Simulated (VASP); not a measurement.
Crystal: LiGeN.

```
Li Ge N
1.0
     3.29207    0.00000    0.00000
     0.00000    4.14379    0.00000
     0.00000    0.00000    6.81406
Li Ge N
2 2 2
Direct
  0.00000 0.00000 0.77118
  0.00000 0.00000 0.22882
  0.50000 0.50000 0.86627
  0.50000 0.50000 0.13373
  0.00000 0.50000 0.23152
  0.00000 0.50000 0.76848
```

The cell was built from a structure type or drawn by symmetry, and may not be a known phase.

```yaml
Program: VASP 6.6.1
Task: relaxation of cell and atoms
Functional: PBE
Potentials_or_basis: VASP PAW PBE potentials, release 64 (Li_sv, Ge_d, N)
Cutoff: 600 eV
k_mesh: 6 × 4 × 4
Occupations: gaussian, width 0.1 eV
Spin: no spin polarisation
```

At the start: pressure 28.2 GPa; volume 15.49 Å³/atom.

Problem. How do energy, volume and symmetry change on relaxing?

Solution. Over 61 steps the energy falls by 818.1 meV/atom and the volume is 17.13 Å³/atom (+10.6 %); space group Pmmm (No. 47, to 0.1 Å) before and after.

Step by step:
| step | energy change (eV) | largest force (eV/Å) | pressure (GPa) | volume (Å³) |
| --- | --- | --- | --- | --- |
| 1 | 0.0000 | 15.9447 | 28.17 | 92.95 |
| 3 | -2.6163 | 0.4225 | 4.82 | 131.29 |
| 5 | -3.1318 | 0.1449 | -2.54 | 138.97 |
| 7 | -3.2437 | 0.1494 | -1.74 | 132.95 |
| 9 | -3.4101 | 0.2328 | -0.33 | 119.11 |
| 11 | -3.3957 | 0.7620 | -2.77 | 101.77 |
| 13 | -3.5478 | 0.6300 | -0.87 | 108.08 |
| 15 | -3.5777 | 0.8415 | 1.32 | 102.46 |
| 17 | -3.6538 | 0.9840 | 2.63 | 97.14 |
| 19 | -3.6520 | 0.9520 | 3.20 | 95.52 |
| 21 | -3.7563 | 0.4968 | 0.47 | 95.69 |
| 23 | -3.9112 | 0.3072 | 0.45 | 96.67 |
| 25 | -4.0659 | 0.6390 | 0.30 | 98.28 |
| 27 | -4.4777 | 0.9955 | 4.18 | 99.50 |
| 29 | -4.5614 | 1.7526 | 5.60 | 99.40 |
| 31 | -4.5459 | 2.3020 | 7.14 | 99.38 |
| 33 | -4.5478 | 0.8534 | 3.34 | 103.03 |
| 35 | -4.6773 | 1.6182 | 4.52 | 101.52 |
| 37 | -4.8772 | 0.2759 | 1.34 | 103.27 |
| 39 | -4.8813 | 0.1651 | 0.87 | 103.58 |
| 41 | -4.8868 | 0.1445 | 0.38 | 104.29 |
| 43 | -4.8893 | 0.1188 | -0.21 | 105.20 |
| 45 | -4.8919 | 0.0966 | -0.11 | 105.13 |
| 47 | -4.8925 | 0.1167 | -0.07 | 105.07 |
| 49 | -4.8956 | 0.0680 | -0.07 | 104.91 |
| 51 | -4.9008 | 0.2484 | 0.09 | 104.16 |
| 53 | -4.9040 | 0.1862 | -0.09 | 103.99 |
| 55 | -4.9064 | 0.0970 | -0.39 | 103.67 |
| 57 | -4.9081 | 0.0650 | -0.12 | 103.13 |
| 59 | -4.9084 | 0.0585 | 0.04 | 102.83 |
| 61 | -4.9088 | 0.0365 | 0.07 | 102.77 |

Final structure:
```yaml
crystal:
  lattice:
    - [3.15470, 0.00000, 0.00000]
    - [0.00000, 3.79302, 0.00000]
    - [0.00000, 0.00000, 8.58871]
  atoms:
    - { symbol: Li, position: [0.00000, 0.00000, 0.70139] }
    - { symbol: Li, position: [0.00000, 0.00000, 0.29861] }
    - { symbol: Ge, position: [0.50000, 0.50000, 0.86248] }
    - { symbol: Ge, position: [0.50000, 0.50000, 0.13752] }
    - { symbol: N, position: [0.00000, 0.50000, 0.25771] }
    - { symbol: N, position: [0.00000, 0.50000, 0.74229] }
```

Caveat: the k points lie up to 0.41 Å⁻¹ apart in the final cell, too coarse for converged energies and pressures of a metal; the cutoff is under 1.25 times the usual one of these potentials, so pressure, stress and relaxed cells hold a basis-set (Pulay) error; a cell axis changed by over 15 % at a fixed basis, so the end point is rough.
